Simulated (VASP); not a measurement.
# Ta in VASP: notebook, part 2 of 2

VASP 6.6.1. Earlier steps stand in the parts before.

## Step 3: Single point, PBE (volume scaled by 1.02)

File INCAR:

```
SYSTEM = Ta
PREC = Accurate ; ENCUT = 520
EDIFF = 1E-6 ; ISMEAR = -1
SIGMA = 0.08 ; LREAL = .False.
LASPH = .True. ; NELM = 100
ALGO = Normal ; ISIF = 2
LWAVE = .False. ; LCHARG = .False.
GGA = PE ; NBANDS = 12
```

File KPOINTS:

```
regular mesh
0
Gamma
  17 17 17
  0 0 0
```

File POSCAR:

```
Ta
1.0
   -1.6622159478      1.6622159478      1.6622159478
    1.6622159478     -1.6622159478      1.6622159478
    1.6622159478      1.6622159478     -1.6622159478
Ta
1
Direct
    0.0000000000      0.0000000000      0.0000000000
```

Potentials or basis: VASP PAW PBE potentials, release 64 (Ta_pv).

The run is started by

```
$ cat potpaw_PBE.64/Ta_pv/POTCAR > POTCAR
$ mpirun -np 1 vasp_std > vasp.out
```

Wall time 67 s (1 thread of AMD EPYC 7R13, shared host); peak memory 0.13 GiB.

Results (log left out):

- Free energy: -11.8272 eV
- Pressure: -0.7 GPa

Levels at points of the mesh, in eV from the Fermi level:
```
           k point  band 3  band 4  band 5  band 6  band 7  band 8  band 9  band 10
(0.00, 0.00, 0.00)  -33.16   -7.85    0.73    0.73    0.73    3.93    3.93    14.62
```

Caveat: spin-orbit coupling is left out, which moves the levels of the heavy elements.

## Step 4: Single point, PBE (volume scaled by 1.04)

File INCAR:

```
SYSTEM = Ta
PREC = Accurate
ENCUT = 520
EDIFF = 1E-6
ISMEAR = -1
SIGMA = 0.08
LREAL = .FALSE.
LASPH = .TRUE.
NELM = 60
ALGO = Normal
ISIF = 2
LWAVE = .FALSE.
LCHARG = .FALSE.
GGA = PE
NBANDS = 12
```

File KPOINTS:

```
regular mesh
0
G
  17 17 17
  0 0 0
```

File POSCAR:

```
Ta
1.0
   -1.6730098603      1.6730098603      1.6730098603
    1.6730098603     -1.6730098603      1.6730098603
    1.6730098603      1.6730098603     -1.6730098603
Ta
1
Direct
    0.0000000000      0.0000000000      0.0000000000
```

Potentials or basis: VASP PAW PBE potentials, release 64 (Ta_pv).

The run is started by

```
$ cat potpaw_PBE.64/Ta_pv/POTCAR > POTCAR
$ mpirun -np 1 vasp_std > vasp.out
```

OUTCAR:

```text
SYSTEM = Ta
   PREC = Accurate
   ENCUT = 520
   EDIFF = 1E-6
   ISMEAR = -1
   LREAL = .FALSE.
   LASPH = .TRUE.
   NELM = 60
   ISIF = 2
   GGA = PE

 ion  position               nearest neighbor table
   1  0.000  0.000  0.000-

  LATTYP: Found a body centered cubic cell.
 ALAT       =     3.3460197206

  Lattice vectors:

 A1 = (  -1.6730098603,   1.6730098603,   1.6730098603)
 A2 = (   1.6730098603,  -1.6730098603,   1.6730098603)
 A3 = (   1.6730098603,   1.6730098603,  -1.6730098603)

Analysis of symmetry for initial positions (statically):
[... 529 lines left out ...]
      5       4.3882      1.99991
      6       4.6380      1.99786
      7       8.1252      0.00000
      8       9.6656      0.00000
      9       9.8112      0.00000
     10      19.3588      0.00000
     11      19.7558      0.00000
     12      21.4656      0.00000

 [... further k-points ...]
[... 5 lines left out ...]
  --------------------------------------------------------------------------------------
  -------------------------------------------------------------------------------------
  Total       -0.5094433     -0.5094433     -0.5094433      0.0000000      0.0000000     -0.0000000
  in kB      -43.5763586    -43.5763586    -43.5763586      0.0000000      0.0000000     -0.0000000
  external PRESSURE =     -43.5763586 kB  Pullay stress =       0.0000000 kB

 VOLUME and BASIS-vectors are now :
 -----------------------------------------------------------------------------
  energy-cutoff  :      520.00
  volume of cell :       18.73
      direct lattice vectors                 reciprocal lattice vectors
    -1.673009860  1.673009860  1.673009860     0.000000000  0.298862554  0.298862554
     1.673009860 -1.673009860  1.673009860     0.298862554  0.000000000  0.298862554
     1.673009860  1.673009860 -1.673009860     0.298862554  0.298862554  0.000000000

 POSITION                                       TOTAL-FORCE (eV/Angst)
 -----------------------------------------------------------------------------------
      0.00000      0.00000      0.00000         0.000000      0.000000      0.000000
 -----------------------------------------------------------------------------------
    total drift:                               -0.000000      0.000000      0.000000

  FREE ENERGIE OF THE ION-ELECTRON SYSTEM (eV)
  ---------------------------------------------------
  free  energy   TOTEN  =       -11.8215104449 eV

  energy  without entropy=      -11.7926640210  energy(sigma->0) =      -11.80708723
```

Wall time 69 s (1 thread of AMD EPYC 7R13, shared host); peak memory 0.13 GiB.

What came out:

- Free energy: -11.8215 eV
- Pressure: -4.4 GPa

Levels at points of the mesh, in eV from the Fermi level:
```
           k point  band 4  band 5  band 6  band 7  band 8  band 9
(0.00, 0.00, 0.00)   -7.78    0.72    0.72    0.72    3.86    3.86
```

Caveat: spin-orbit coupling is left out, which moves the levels of the heavy elements.

## Step 5: Single point, PBE (volume scaled by 1.06)

File INCAR:

```
SYSTEM = Ta
  PREC = Accurate
  ENCUT = 520
  EDIFF = 1E-6
  ISMEAR = -1
  SIGMA = 0.08
  LREAL = .FALSE.
  LASPH = .TRUE.
  NELM = 100
  ALGO = Normal
  ISIF = 2
  LWAVE = .FALSE.
  LCHARG = .TRUE.
  GGA = PE
  LELF = .TRUE.
  LVHAR = .TRUE.
  NBANDS = 12
```

File KPOINTS:

```
Automatic mesh
0
G
  17 17 17
  0 0 0
```

File POSCAR:

```
Ta
1.0
   -1.6836662614      1.6836662614      1.6836662614
    1.6836662614     -1.6836662614      1.6836662614
    1.6836662614      1.6836662614     -1.6836662614
Ta
1
Direct
    0.0000000000      0.0000000000      0.0000000000
```

The run is started by

```
$ cat potpaw_PBE.64/Ta_pv/POTCAR > POTCAR
$ mpirun -np 1 vasp_std > vasp.out
```

Wall time 69 s (1 thread of AMD EPYC 7R13, shared host); peak memory 0.14 GiB.

The run converged. Its results:

- Free energy: -11.8081 eV
- Pressure: -7.6 GPa

Levels at points of the mesh, in eV from the Fermi level:
| k point | band 2 | band 3 | band 4 | band 5 | band 6 | band 7 | band 8 | band 9 | band 10 | band 11 |
| --- | --- | --- | --- | --- | --- | --- | --- | --- | --- | --- |
| (0.00, 0.00, 0.00) | -33.32 | -33.32 | -7.70 | 0.71 | 0.71 | 0.71 | 3.79 | 3.79 | 14.48 | 14.72 |

Caveat: spin-orbit coupling is left out, which moves the levels of the heavy elements.

## Step 6: Single point, PBE (equal xx and yy strain of +1 %)

File INCAR:

```
SYSTEM = Ta
PREC = Accurate
ENCUT = 520
EDIFF = 1E-6
ISMEAR = -1
SIGMA = 0.08
LREAL = .False.
LASPH = .True.
NELM = 60
ALGO = Normal
ISIF = 2
LWAVE = .False.
LCHARG = .False.
GGA = PE
NBANDS = 12
```

File KPOINTS:

```
Automatic mesh
0
Gamma
  17 17 17
  0 0 0
```

File POSCAR:

```
Ta
1.0
   -1.6677928000      1.6677928000      1.6512800000
    1.6677928000     -1.6677928000      1.6512800000
    1.6677928000      1.6677928000     -1.6512800000
Ta
1
Direct
    0.0000000000      0.0000000000      0.0000000000
```

Potentials or basis: VASP PAW PBE potentials, release 64 (Ta_pv).

The run is started by

```
$ cat potpaw_PBE.64/Ta_pv/POTCAR > POTCAR
$ mpirun -np 1 vasp_std > vasp.out
```

Wall time 27 s (1 thread of Intel Xeon Platinum 8488C (Sapphire Rapids), shared host); peak memory 0.21 GiB.

The run converged. Its results:

```
Free energy : -11.8268 eV
Pressure    : -0.8 GPa
```

Stress tensor (GPa, compression positive):
```
-1.07  0.00  0.00
 0.00 -1.07  0.00
 0.00  0.00 -0.12
```

Levels at points of the mesh, in eV from the Fermi level:
| k point | band 3 | band 4 | band 5 | band 6 | band 7 | band 8 | band 9 | band 10 |
| --- | --- | --- | --- | --- | --- | --- | --- | --- |
| (0.00, 0.00, 0.00) | -33.16 | -7.85 | 0.64 | 0.77 | 0.77 | 3.84 | 4.01 | 14.85 |

Caveat: the cell differs from its parent crystal (equal xx and yy strain of +1 %); spin-orbit coupling is left out, which moves the levels of the heavy elements.

## Step 7: Overview

| cell | gap on the mesh (eV) | pressure (GPa) |
| --- | --- | --- |
| a = 2.888 Å, angles 109.5°, 1 atom | none | -2.6 |
| a = 2.879 Å, angles 109.5°, 1 atom | none | -0.7 |
| a = 2.898 Å, angles 109.5°, 1 atom | none | -4.4 |
| a = 2.916 Å, angles 109.5°, 1 atom | none | -7.6 |
| a = 2.879 Å, angles 109.2, 109.2, 110.0°, 1 atom | none | -0.8 |

Alike in all rows: task single point; level PBE; potentials or basis VASP PAW PBE potentials, release 64 (Ta_pv); no spin polarisation; k mesh 17 × 17 × 17; cutoff (eV) 520; smearing fermi-dirac 0.08 eV.

Caveats: spin-orbit coupling is left out, which moves the levels of the heavy elements.

Absolute energies hang on the potentials; compare differences alone.
